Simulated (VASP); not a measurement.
# AlAs (F-43m) in VASP: further runs

Runs on AlAs. Level: PBE. Tasks: single point, relaxation of cell and atoms.

Program: VASP 6.6.1. These are calculated values, not measurements. Logs are shortened: lines on timing, memory, paths and dates and some standing lists are left out, and cuts for length are marked.

### 1 The cell of the first run

Symmetry: F-43m, No. 216, cubic system. The conventional cell has a = 5.661 Å, b = 5.661 Å, c = 5.661 Å, α = 90.00°, β = 90.00°, γ = 90.00°. Within 3.2 Å of Al (site symmetry -43m) lie 4 As at 2.45 Å. Within 3.2 Å of As (site symmetry -43m) lie 4 Al at 2.45 Å.

### 2 Single point, PBE

Input file INCAR:

```
SYSTEM = AlAs
ALGO = Normal
EDIFF = 1E-6
ENCUT = 500
GGA = PE
GGA_COMPAT = .False.
ISIF = 2
ISMEAR = 0
LASPH = .True.
LCHARG = .True.
LELF = .True.
LREAL = .False.
LVHAR = .True.
LWAVE = .False.
NBANDS = 11
NELM = 120
PREC = Accurate
SIGMA = 0.1
```

Input file KPOINTS:

```
k-points
0
Gamma
  6 6 6
  0 0 0
```

Input file POSCAR:

```
AlAs
1.0
    0.0000000000      2.8305000000      2.8305000000
    2.8305000000      0.0000000000      2.8305000000
    2.8305000000      2.8305000000      0.0000000000
Al As
1 1
Direct
    0.0000000000      0.0000000000      0.0000000000
    0.2500000000      0.2500000000      0.2500000000
```

Potentials or basis: VASP PAW PBE potentials, release 64 (Al, As).

Command:

```console
$ cat potpaw_PBE.64/Al/POTCAR potpaw_PBE.64/As/POTCAR > POTCAR
$ mpirun -np 1 vasp_std > vasp.out
```

OUTCAR:

```text
SYSTEM = AlAs
   EDIFF = 1E-6
   ENCUT = 500
   GGA = PE
   ISIF = 2
   ISMEAR = 0
   LASPH = .True.
   LREAL = .False.
   NELM = 120
   PREC = Accurate

 ion  position               nearest neighbor table
   1  0.000  0.000  0.000-   2 2.45   2 2.45   2 2.45   2 2.45
   2  0.250  0.250  0.250-   1 2.45   1 2.45   1 2.45   1 2.45

  LATTYP: Found a face centered cubic cell.
 ALAT       =     5.6610000000

  Lattice vectors:

 A1 = (   0.0000000000,   2.8305000000,   2.8305000000)
 A2 = (   2.8305000000,   0.0000000000,   2.8305000000)
 A3 = (   2.8305000000,   2.8305000000,   0.0000000000)

Analysis of symmetry for initial positions (statically):
=====================================================================
 Subroutine PRICEL returns:
 Original cell was already a primitive cell.

 Routine SETGRP: Setting up the symmetry group for a
 face centered cubic supercell.

 Subroutine GETGRP returns: Found 24 space group operations
 (whereof 24 operations were pure point group operations)
 out of a pool of 48 trial point group operations.

The static configuration has the point symmetry T_d .

Analysis of symmetry for dynamics (positions and initial velocities):
=====================================================================
 Subroutine PRICEL returns:
 Original cell was already a primitive cell.

 Routine SETGRP: Setting up the symmetry group for a
 face centered cubic supercell.

 Subroutine GETGRP returns: Found 24 space group operations
 (whereof 24 operations were pure point group operations)
 out of a pool of 48 trial point group operations.

The dynamic configuration has the point symmetry T_d .

 Subroutine INISYM returns: Found 24 space group operations
 (whereof 24 operations are pure point group operations),
 and found     1 'primitive' translations

----------------------------------------------------------------------------------------

                                     Primitive cell

  volume of cell :      45.3544

  direct lattice vectors                    reciprocal lattice vectors
     0.000000000  2.830500000  2.830500000    -0.176647235  0.176647235  0.176647235
     2.830500000  0.000000000  2.830500000     0.176647235 -0.176647235  0.176647235
     2.830500000  2.830500000  0.000000000     0.176647235  0.176647235 -0.176647235

  length of vectors
     4.002931488  4.002931488  4.002931488     0.305961987  0.305961987  0.305961987

  position of ions in fractional coordinates (direct lattice)
     0.000000000  0.000000000  0.000000000
     0.250000000  0.250000000  0.250000000

  ion indices of the primitive-cell ions
   primitive index   ion index
                 1           1
                 2           2

----------------------------------------------------------------------------------------

 KPOINTS: k-points

Automatic generation of k-mesh.
 Grid dimensions read from file:
 generate k-points for:    6    6    6

 Generating k-lattice:

  Cartesian coordinates                     Fractional coordinates (reciprocal lattice)
    -0.029441206  0.029441206  0.029441206     0.166666667  0.000000000  0.000000000
     0.029441206 -0.029441206  0.029441206     0.000000000  0.166666667  0.000000000
     0.029441206  0.029441206 -0.029441206     0.000000000  0.000000000  0.166666667

  Length of vectors
     0.050993664  0.050993664  0.050993664

  Shift w.r.t. Gamma in fractional coordinates (k-lattice)
     0.000000000  0.000000000  0.000000000

 Subroutine IBZKPT returns following result:
 ===========================================

 Found     16 irreducible k-points:

 Following reciprocal coordinates:
            Coordinates               Weight
  0.000000  0.000000  0.000000      1.000000
  0.166667  0.000000  0.000000      8.000000
  0.333333  0.000000  0.000000      8.000000
  0.500000  0.000000  0.000000      4.000000
  0.166667  0.166667  0.000000      6.000000
  0.333333  0.166667  0.000000     24.000000
[... 8 lines left out ...]
 -0.333333  0.333333  0.166667     24.000000
 -0.333333  0.500000  0.166667     12.000000
   k-points           NKPTS =     16   k-points in BZ     NKDIM =     16   number of bands    NBANDS=     11
   number of dos      NEDOS =    301   number of ions     NIONS =      2
   total plane-waves  NPLWV =  27000
   dimension x,y,z NGX =    30 NGY =   30 NGZ =   30
   dimension x,y,z NGXF=    60 NGYF=   60 NGZF=   60
   ions per type =               1   1
   NGX,Y,Z   is equivalent  to a cutoff of  12.46, 12.46, 12.46 a.u.
   NGXF,Y,Z  is equivalent  to a cutoff of  24.92, 24.92, 24.92 a.u.
 SYSTEM =  AlAs
   PREC   = accura    normal or accurate (medium, high low for compatibility)
   ISTART =      0    job   : 0-new  1-cont  2-samecut
   ICHARG =      2    charge: 1-file 2-atom 10-const
   ISPIN  =      1    spin polarized calculation?
   LNONCOLLINEAR =      F non collinear calculations
   LSORBIT =      F    spin-orbit coupling
   LASPH  =      T    aspherical Exc in radial PAW
   ENCUT  =  500.0 eV  36.75 Ry    6.06 a.u.   7.30  7.30  7.30*2*pi/ulx,y,z
   NELM   =    120;   NELMIN=  2; NELMDL= -5     # of ELM steps
   EDIFF  = 0.1E-05   stopping-criterion for ELM
   LREAL  =      F    real-space projection
   EDIFFG = 0.1E-04   stopping-criterion for IOM
   NSW    =      0    number of steps for IOM
   IBRION =     -1    ionic relax: 0-MD 1-quasi-New 2-CG
   NFREE  =      0    steps in history (QN), initial steepest desc. (CG)
   ISIF   =      2    stress and relaxation
   ISYM   =      2    0-nonsym 1-usesym 2-fastsym
   POTIM  = 0.5000    time-step for ionic-motion
   TEBEG  =    0.0;   TEEND  =   0.0 temperature during run
   PSTRESS=    0.0 pullay stress
   NELECT =       8.0000    total number of electrons
   NUPDOWN=      -1.0000    fix difference up-down
   EMIN   =  10.00;   EMAX   =-10.00  energy-range for DOS
   EFERMI =   0.00;   METHOD = LEGACY
   ISMEAR =     0;   SIGMA  =   0.10  broadening in eV -4-tet -1-fermi 0-gaus
   EFERMI_NEDOS =   21; number of points for ismear=-14 and -15
   IALGO  =     38    algorithm
   IMIX   =      4    mixing-type and parameters
     AMIX     =   0.40;   BMIX     =  1.00
     AMIX_MAG =   1.60;   BMIX_MAG =  1.00
  volume/ion in A,a.u.               =      22.68       153.03
  Fermi-wavevector in a.u.,A,eV,Ry     =   0.918118  1.734991 11.468895  0.842940
  Thomas-Fermi vector in A             =   2.043163
   LORBIT       =      0    0 simple, 1 ext, 2 COOP (PROOUT), +10 PAW based schemes
   GGA     = PE    functional components
   LHFCALC =     F    Hartree Fock is set to
   AEXX    =    0.0000 exact exchange contribution
   IVDW    =     0    specifies the selected vdW correction
   LEPSILON=     F    determine dielectric tensor
   LRPA    =     F    only Hartree local field effects (RPA)
 non-spin polarized calculation
 Gauss-broadening in eV      SIGMA  =   0.10
  energy-cutoff  :      500.00
  volume of cell :       45.35
 maximum number of plane-waves:      1167
 NGX is ok and might be reduce to    30
   NGX = 15   NGY = 15   NGZ = 15

 number of electron       8.0000000 magnetization

 Free energy of the ion-electron system (eV)
  ---------------------------------------------------
  ext. energy  EPLUGINS =         0.00000000
  ---------------------------------------------------
  free energy    TOTEN  =        -9.36298290 eV

  energy without entropy =       -9.36298290  energy(sigma->0) =       -9.36298290

 E-fermi :   4.3559     XC(G=0):  -9.0386

 val. band max:        3.8937838336   @ k =   0.0000   0.0000   0.0000
 cond. band min:       5.3253323891   @ k =   0.5000   0.5000   0.0000
 fundamental gap:      1.4315485555
 Fermi energy:         4.3559235179

 k-point     1 :       0.0000    0.0000    0.0000
  band No.  band energies     occupation
      1      -7.9705      2.00000
      2       3.8938      2.00000
      3       3.8938      2.00000
      4       3.8938      2.00000
      5       5.9531      0.00000
      6       8.1770      0.00000
      7       8.1770      0.00000
      8       8.1770      0.00000
      9      12.7618      0.00000
     10      12.9016      0.00000
     11      12.9016      0.00000

 k-point     2 :       0.1667    0.0000    0.0000
  band No.  band energies     occupation
      1      -7.7021      2.00000
      2       1.7974      2.00000
      3       3.6304      2.00000
      4       3.6304      2.00000
      5       6.7195      0.00000
      6       8.6137      0.00000
      7       8.6137      0.00000
      8       9.0883      0.00000
      9      12.1210      0.00000
     10      12.1210      0.00000
     11      13.6331      0.00000

 k-point     3 :       0.3333    0.0000    0.0000
  band No.  band energies     occupation
      1      -7.0224      2.00000
      2      -0.6000      2.00000
      3       3.2295      2.00000
      4       3.2295      2.00000
      5       6.2612      0.00000
      6       8.7518      0.00000
      7       8.7518      0.00000
      8      11.3952      0.00000
      9      12.9332      0.00000
     10      12.9332      0.00000
     11      13.2607      0.00000

 k-point     4 :       0.5000    0.0000    0.0000
  band No.  band energies     occupation
      1      -6.5487      2.00000
      2      -1.6801      2.00000
      3       3.0678      2.00000
      4       3.0678      2.00000
      5       6.0345      0.00000
      6       8.5701      0.00000
      7       8.5701      0.00000
      8      11.6420      0.00000
      9      15.0881      0.00000
     10      15.4509      0.00000
     11      15.4509      0.00000
[... 127 lines left out ...]
 k-point    14 :       0.5000    0.3333    0.1667
  band No.  band energies     occupation
      1      -6.4958      2.00000
      2      -0.7472      2.00000
      3       1.1714      2.00000
      4       2.2449      2.00000
      5       7.5596      0.00000
      6       8.4417      0.00000
      7       9.0464      0.00000
      8      11.8143      0.00000
      9      13.1601      0.00000
     10      14.5923      0.00000
     11      16.9049      0.00000

 k-point    15 :      -0.3333    0.3333    0.1667
  band No.  band energies     occupation
      1      -6.1345      2.00000
      2      -1.2328      2.00000
      3       0.7195      2.00000
      4       1.8651      2.00000
      5       7.8248      0.00000
      6       8.4790      0.00000
      7      10.6030      0.00000
      8      11.2998      0.00000
      9      12.2422      0.00000
     10      15.3779      0.00000
     11      16.6665      0.00000

 k-point    16 :      -0.3333    0.5000    0.1667
  band No.  band energies     occupation
      1      -5.9732      2.00000
      2      -1.3034      2.00000
      3       0.9563      2.00000
      4       1.2027      2.00000
      5       7.0625      0.00000
      6       8.0053      0.00000
      7      11.0167      0.00000
      8      11.7168      0.00000
      9      14.4862      0.00000
     10      16.1864      0.00000
     11      16.4635      0.00000

------------------------ aborting loop because EDIFF is reached ----------------------------------------

  FORCE on cell =-STRESS in cart. coord.  units (eV):
  Direction    XX          YY          ZZ          XY          YZ          ZX
  --------------------------------------------------------------------------------------
  -------------------------------------------------------------------------------------
  Total        0.7872939      0.7872939      0.7872939      0.0000000     -0.0000000      0.0000000
  in kB       27.8117296     27.8117296     27.8117296      0.0000000     -0.0000000      0.0000000
  external PRESSURE =      27.8117296 kB  Pullay stress =       0.0000000 kB

 VOLUME and BASIS-vectors are now :
 -----------------------------------------------------------------------------
  energy-cutoff  :      500.00
  volume of cell :       45.35
      direct lattice vectors                 reciprocal lattice vectors
     0.000000000  2.830500000  2.830500000    -0.176647235  0.176647235  0.176647235
     2.830500000  0.000000000  2.830500000     0.176647235 -0.176647235  0.176647235
     2.830500000  2.830500000  0.000000000     0.176647235  0.176647235 -0.176647235

 POSITION                                       TOTAL-FORCE (eV/Angst)
 -----------------------------------------------------------------------------------
      0.00000      0.00000      0.00000        -0.000000     -0.000000     -0.000000
      1.41525      1.41525      1.41525         0.000000      0.000000      0.000000
 -----------------------------------------------------------------------------------
    total drift:                               -0.000000     -0.000000     -0.000000

  FREE ENERGIE OF THE ION-ELECTRON SYSTEM (eV)
  ---------------------------------------------------
  free  energy   TOTEN  =        -9.3629829039 eV

  energy  without entropy=       -9.3629829039  energy(sigma->0) =       -9.36298290
```

It took 5.2 s on 1 thread of AMD EPYC 9R45 (Zen 5), shared host; peak memory 0.13 GiB.

What came out:

```
Free energy            : -9.3630 eV
Pressure               : 2.8 GPa
Band gap on the k mesh : 1.43 eV (least direct gap 2.06 eV)
```

A k mesh can miss the band edges.

### 3 Single point, PBE

This run uses another cell than the first one, of 23.49 Å³/atom.

Input file INCAR:

```
ALGO = Normal ; EDIFF = 1E-6
ENCUT = 500 ; GGA = PE
GGA_COMPAT = False ; ISIF = 2
ISMEAR = 0 ; LASPH = True
LCHARG = False ; LREAL = False
LWAVE = False ; NBANDS = 11
NELM = 120 ; PREC = Accurate
SIGMA = 0.01
```

Input file KPOINTS:

```
k-points
0
Gamma
  8 8 8
```

Input file POSCAR:

```
AlAs
1.0
    0.0000000000      2.8640530136      2.8640530136
    2.8640530136      0.0000000000      2.8640530136
    2.8640530136      2.8640530136      0.0000000000
Al As
1 1
Direct
    0.0000000000      0.0000000000      0.0000000000
    0.2500000000      0.2500000000      0.2500000000
```

Potentials or basis: VASP PAW PBE potentials, release 64 (Al, As).

Command:

```console
$ cat potpaw_PBE.64/Al/POTCAR potpaw_PBE.64/As/POTCAR > POTCAR
$ mpirun -np 1 vasp_std > vasp.out
```

Wall time 7.2 s (1 thread of AMD EPYC 9R45 (Zen 5), shared host); peak memory 0.14 GiB.

Results (log left out):

```
Free energy            : -9.3880 eV
Pressure               : 0.2 GPa
Band gap on the k mesh : 1.49 eV (least direct gap 1.78 eV)
```

Levels at points of the mesh, in eV from the valence-band top:
```csv
k point,band 2,band 3,band 4,band 5,band 6,band 7
"(0.00, 0.00, 0.00)",0.00,0.00,0.00,1.78,4.23,4.23
"(0.50, 0.00, 0.00)",-5.42,-0.80,-0.80,2.01,4.65,4.65
"(0.50, 0.50, 0.00)",-5.31,-2.10,-2.10,1.49,2.29,10.06
```

(Part 1 of 2 ends here.)
